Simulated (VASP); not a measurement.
# Cu (Im-3m) in VASP: further runs, part 4 of 4

VASP 6.6.1. Earlier steps stand in the parts before.

### Step 5. Single point, revPBE (volume scaled by 1.08)

INCAR reads:

```
PREC = Accurate ; ENCUT = 520
EDIFF = 1E-6 ; ISMEAR = -1
SIGMA = 0.1 ; LREAL = False
LASPH = True ; NELM = 60
ALGO = Normal ; ISIF = 2
LWAVE = False ; LCHARG = False
GGA = RE ; NBANDS = 12
```

KPOINTS reads:

```
regular mesh
0
Gamma
  17 17 17
```

POSCAR reads:

```
Cu
1.0
   -1.4928793108      1.4928793108      1.4928793108
    1.4928793108     -1.4928793108      1.4928793108
    1.4928793108      1.4928793108     -1.4928793108
Cu
1
Direct
    0.0000000000      0.0000000000      0.0000000000
```

Potentials or basis: VASP PAW PBE potentials, release 64 (Cu).

Command:

```bash
$ cat potpaw_PBE.64/Cu/POTCAR > POTCAR
$ mpirun -np 1 vasp_std > vasp.out
```

OUTCAR:

```text
PREC = Accurate
   ENCUT = 520
   EDIFF = 1E-6
   ISMEAR = -1
   LREAL = False
   LASPH = True
   NELM = 60
   ISIF = 2
   GGA = RE

 ion  position               nearest neighbor table
   1  0.000  0.000  0.000-

  LATTYP: Found a body centered cubic cell.
 ALAT       =     2.9857586216

  Lattice vectors:

 A1 = (  -1.4928793108,   1.4928793108,   1.4928793108)
 A2 = (   1.4928793108,  -1.4928793108,   1.4928793108)
 A3 = (   1.4928793108,   1.4928793108,  -1.4928793108)

Analysis of symmetry for initial positions (statically):
=====================================================================
 Subroutine PRICEL returns:
 Original cell was already a primitive cell.

 Routine SETGRP: Setting up the symmetry group for a
 body centered cubic supercell.

 Subroutine GETGRP returns: Found 48 space group operations
[... 9 lines left out ...]

 Routine SETGRP: Setting up the symmetry group for a
 body centered cubic supercell.

 Subroutine GETGRP returns: Found 48 space group operations
[... 11 lines left out ...]
                                     Primitive cell

  volume of cell :      13.3087

  direct lattice vectors                    reciprocal lattice vectors
    -1.492879311  1.492879311  1.492879311     0.000000000  0.334923256  0.334923256
     1.492879311 -1.492879311  1.492879311     0.334923256  0.000000000  0.334923256
     1.492879311  1.492879311 -1.492879311     0.334923256  0.334923256  0.000000000

  length of vectors
     2.585742816  2.585742816  2.585742816     0.473653011  0.473653011  0.473653011

  position of ions in fractional coordinates (direct lattice)
     0.000000000  0.000000000  0.000000000

  ion indices of the primitive-cell ions
   primitive index   ion index
                 1           1

----------------------------------------------------------------------------------------

 KPOINTS: regular mesh

Automatic generation of k-mesh.
 Grid dimensions read from file:
 generate k-points for:   17   17   17

 Generating k-lattice:

  Cartesian coordinates                     Fractional coordinates (reciprocal lattice)
     0.000000000  0.019701368  0.019701368     0.058823529  0.000000000  0.000000000
     0.019701368  0.000000000  0.019701368     0.000000000  0.058823529  0.000000000
     0.019701368  0.019701368  0.000000000     0.000000000  0.000000000  0.058823529

  Length of vectors
     0.027861942  0.027861942  0.027861942

  Shift w.r.t. Gamma in fractional coordinates (k-lattice)
     0.000000000  0.000000000  0.000000000

 Subroutine IBZKPT returns following result:
 ===========================================

 Found    165 irreducible k-points:

 Following reciprocal coordinates:
            Coordinates               Weight
  0.000000  0.000000  0.000000      1.000000
  0.058824  0.000000  0.000000     12.000000
  0.117647  0.000000  0.000000     12.000000
  0.176471  0.000000  0.000000     12.000000
  0.235294  0.000000  0.000000     12.000000
  0.294118  0.000000  0.000000     12.000000
[... 16 lines left out ...]
  0.411765  0.117647 -0.000000     48.000000
  0.176471  0.176471  0.000000     24.000000
 [... further k-points ...]
   k-points           NKPTS =    165   k-points in BZ     NKDIM =    165   number of bands    NBANDS=     12
   number of dos      NEDOS =    301   number of ions     NIONS =      1
   total plane-waves  NPLWV =   8000
   dimension x,y,z NGX =    20 NGY =   20 NGZ =   20
   dimension x,y,z NGXF=    40 NGYF=   40 NGZF=   40
   ions per type =               1
   NGX,Y,Z   is equivalent  to a cutoff of  12.86, 12.86, 12.86 a.u.
   NGXF,Y,Z  is equivalent  to a cutoff of  25.72, 25.72, 25.72 a.u.
 SYSTEM =  unknown system
   PREC   = accura    normal or accurate (medium, high low for compatibility)
   ISTART =      0    job   : 0-new  1-cont  2-samecut
   ICHARG =      2    charge: 1-file 2-atom 10-const
   ISPIN  =      1    spin polarized calculation?
   LNONCOLLINEAR =      F non collinear calculations
   LSORBIT =      F    spin-orbit coupling
   LASPH  =      T    aspherical Exc in radial PAW
   ENCUT  =  520.0 eV  38.22 Ry    6.18 a.u.   4.81  4.81  4.81*2*pi/ulx,y,z
   NELM   =     60;   NELMIN=  2; NELMDL= -5     # of ELM steps
   EDIFF  = 0.1E-05   stopping-criterion for ELM
   LREAL  =      F    real-space projection
   EDIFFG = 0.1E-04   stopping-criterion for IOM
   NSW    =      0    number of steps for IOM
   IBRION =     -1    ionic relax: 0-MD 1-quasi-New 2-CG
   NFREE  =      0    steps in history (QN), initial steepest desc. (CG)
   ISIF   =      2    stress and relaxation
   ISYM   =      2    0-nonsym 1-usesym 2-fastsym
   POTIM  = 0.5000    time-step for ionic-motion
   TEBEG  =    0.0;   TEEND  =   0.0 temperature during run
   PSTRESS=    0.0 pullay stress
   NELECT =      11.0000    total number of electrons
   NUPDOWN=      -1.0000    fix difference up-down
   EMIN   =  10.00;   EMAX   =-10.00  energy-range for DOS
   EFERMI =   0.00;   METHOD = LEGACY
   ISMEAR =    -1;   SIGMA  =   0.10  broadening in eV -4-tet -1-fermi 0-gaus
   EFERMI_NEDOS =   21; number of points for ismear=-14 and -15
   IALGO  =     38    algorithm
   IMIX   =      4    mixing-type and parameters
     AMIX     =   0.40;   BMIX     =  1.00
     AMIX_MAG =   1.60;   BMIX_MAG =  1.00
  volume/ion in A,a.u.               =      13.31        89.81
  Fermi-wavevector in a.u.,A,eV,Ry     =   1.536365  2.903309 32.115422  2.360417
  Thomas-Fermi vector in A             =   2.643024
   LORBIT       =      0    0 simple, 1 ext, 2 COOP (PROOUT), +10 PAW based schemes
   GGA     = RE    functional components
   LHFCALC =     F    Hartree Fock is set to
   AEXX    =    0.0000 exact exchange contribution
   IVDW    =     0    specifies the selected vdW correction
   LEPSILON=     F    determine dielectric tensor
   LRPA    =     F    only Hartree local field effects (RPA)
 non-spin polarized calculation
  energy-cutoff  :      520.00
  volume of cell :       13.31
 maximum number of plane-waves:       370
   NGX =  9   NGY =  9   NGZ =  9

 number of electron      10.9999987 magnetization

 Free energy of the ion-electron system (eV)
  ---------------------------------------------------
  ext. energy  EPLUGINS =         0.00000000
  ---------------------------------------------------
  free energy    TOTEN  =        -3.30174589 eV

  energy without entropy =       -3.29181603  energy(sigma->0) =       -3.29678096

 E-fermi :   6.3018     XC(G=0): -11.9461

 val. band max:        6.2896949601   @ k =  -0.3529   0.4706   0.0588
 cond. band min:       6.3157146085   @ k =  -0.2941   0.4118   0.1765
 fundamental gap:      0.0260196484
 Fermi energy:         6.3017587273

 k-point     1 :       0.0000    0.0000    0.0000
  band No.  band energies     occupation
      1      -2.1559      2.00000
      2       3.5651      2.00000
      3       3.5651      2.00000
      4       3.5651      2.00000
      5       4.4097      2.00000
      6       4.4097      2.00000
      7      30.1748      0.00000
      8      30.1748      0.00000
      9      30.1748      0.00000
     10      32.1616      0.00000
     11      32.1616      0.00000
     12      32.1616      0.00000

 k-point     2 :       0.0588    0.0000    0.0000
  band No.  band energies     occupation
      1      -2.0333      2.00000
      2       3.5446      2.00000
      3       3.5646      2.00000
      4       3.6079      2.00000
      5       4.3897      2.00000
      6       4.4112      2.00000
      7      28.5497      0.00000
      8      29.7197      0.00000
      9      29.7762      0.00000
     10      30.8758      0.00000
     11      31.1624      0.00000
     12      31.4947      0.00000

 k-point     3 :       0.1176    0.0000    0.0000
  band No.  band energies     occupation
      1      -1.6698      2.00000
      2       3.4862      2.00000
      3       3.5585      2.00000
      4       3.7324      2.00000
      5       4.3417      2.00000
      6       4.4161      2.00000
      7      25.5708      0.00000
      8      28.3737      0.00000
      9      28.9934      0.00000
     10      29.0953      0.00000
     11      30.4030      0.00000
     12      31.6242      0.00000
[... 286 lines left out ...]
 k-point    23 :       0.4118    0.1176   -0.0000
  band No.  band energies     occupation
      1       2.1105      2.00000
      2       3.0096      2.00000
      3       4.1018      2.00000
      4       4.3582      2.00000
      5       4.6932      2.00000
      6       6.8351      0.00961
      7      10.4989      0.00000
      8      19.1426      0.00000
      9      22.4317      0.00000
     10      27.9936      0.00000
     11      31.7656      0.00000
     12      35.9815      0.00000

 k-point    24 :       0.1765    0.1765    0.0000
  band No.  band energies     occupation
      1       0.8147      2.00000
      2       3.2570      2.00000
      3       3.2876      2.00000
      4       4.2290      2.00000
      5       4.4886      2.00000
      6       4.7451      2.00000
      7      18.7072      0.00000
      8      18.8931      0.00000
      9      24.1261      0.00000
     10      29.4986      0.00000
     11      31.4212      0.00000
     12      34.9015      0.00000

 [... further k-points ...]
[... 5 lines left out ...]
  --------------------------------------------------------------------------------------
  -------------------------------------------------------------------------------------
  Total       -0.6225287     -0.6225287     -0.6225287     -0.0000000     -0.0000000      0.0000000
  in kB      -74.9438284    -74.9438284    -74.9438284     -0.0000000     -0.0000000      0.0000000
  external PRESSURE =     -74.9438284 kB  Pullay stress =       0.0000000 kB

 VOLUME and BASIS-vectors are now :
 -----------------------------------------------------------------------------
  energy-cutoff  :      520.00
  volume of cell :       13.31
      direct lattice vectors                 reciprocal lattice vectors
    -1.492879311  1.492879311  1.492879311     0.000000000  0.334923256  0.334923256
     1.492879311 -1.492879311  1.492879311     0.334923256  0.000000000  0.334923256
     1.492879311  1.492879311 -1.492879311     0.334923256  0.334923256  0.000000000

 POSITION                                       TOTAL-FORCE (eV/Angst)
 -----------------------------------------------------------------------------------
      0.00000      0.00000      0.00000        -0.000000      0.000000     -0.000000
 -----------------------------------------------------------------------------------
    total drift:                                0.000000     -0.000000      0.000000

  FREE ENERGIE OF THE ION-ELECTRON SYSTEM (eV)
  ---------------------------------------------------
  free  energy   TOTEN  =        -3.3017458924 eV

  energy  without entropy=       -3.2918160340  energy(sigma->0) =       -3.29678096
```

Run time: 16 s. Hardware: 1 thread of AMD EPYC 7R13 (Zen 3), shared host; peak memory 0.11 GiB.

Results:

```
Free energy : -3.3017 eV
Pressure    : -7.5 GPa
```

Caveat: the PAW data sets were made with another functional, which shifts forces and pressure a little.

### Step 6. Single point, revPBE (volume scaled by 1.12)

INCAR reads:

```
SYSTEM = Cu
ALGO = Normal ; EDIFF = 1E-6
ENCUT = 520 ; GGA = RE
ISIF = 2 ; ISMEAR = -1
LASPH = .TRUE. ; LCHARG = .FALSE.
LREAL = .FALSE. ; LWAVE = .FALSE.
NBANDS = 12 ; NELM = 80
PREC = Accurate ; SIGMA = 0.1
```

KPOINTS reads:

```
k-points
0
G
  17 17 17
  0 0 0
```

POSCAR reads:

```
Cu
1.0
   -1.5110869505      1.5110869505      1.5110869505
    1.5110869505     -1.5110869505      1.5110869505
    1.5110869505      1.5110869505     -1.5110869505
Cu
1
Direct
    0.0000000000      0.0000000000      0.0000000000
```

Potentials or basis: VASP PAW PBE potentials, release 64 (Cu).

Command:

```bash
$ cat potpaw_PBE.64/Cu/POTCAR > POTCAR
$ mpirun -np 1 vasp_std > vasp.out
```

Wall time 17 s (1 thread of AMD EPYC 7R13 (Zen 3), shared host); peak memory 0.11 GiB.

The run converged. Its results:

* Free energy: -3.2746 eV
* Pressure: -10.2 GPa

Levels at points of the mesh, in eV from the Fermi level:
```
           k point  band 3  band 4  band 5  band 6  band 7  band 8  band 9  band 10
(0.00, 0.00, 0.00)   -2.65   -2.65   -1.85   -1.85   23.51   23.51   23.51    25.09
```

Caveat: the PAW data sets were made with another functional, which shifts forces and pressure a little.

### Step 7. The runs side by side

```csv
cell,gap on the mesh (eV),pressure (GPa)
"a = 2.486 Å, angles 109.5°, 1 atom",none,6.3
"a = 2.520 Å, angles 109.5°, 1 atom",none,0.5
"a = 2.553 Å, angles 109.5°, 1 atom",none,-4.0
"a = 2.586 Å, angles 109.5°, 1 atom",none,-7.5
"a = 2.617 Å, angles 109.5°, 1 atom",none,-10.2
```

Alike in all rows: task single point; level revPBE; potentials or basis VASP PAW PBE potentials, release 64 (Cu); no spin polarisation; k mesh 17 × 17 × 17; cutoff (eV) 520; smearing fermi-dirac 0.1 eV.

Caveats: the PAW data sets were made with another functional, which shifts forces and pressure a little.

Absolute energies hang on the potentials; compare differences alone.
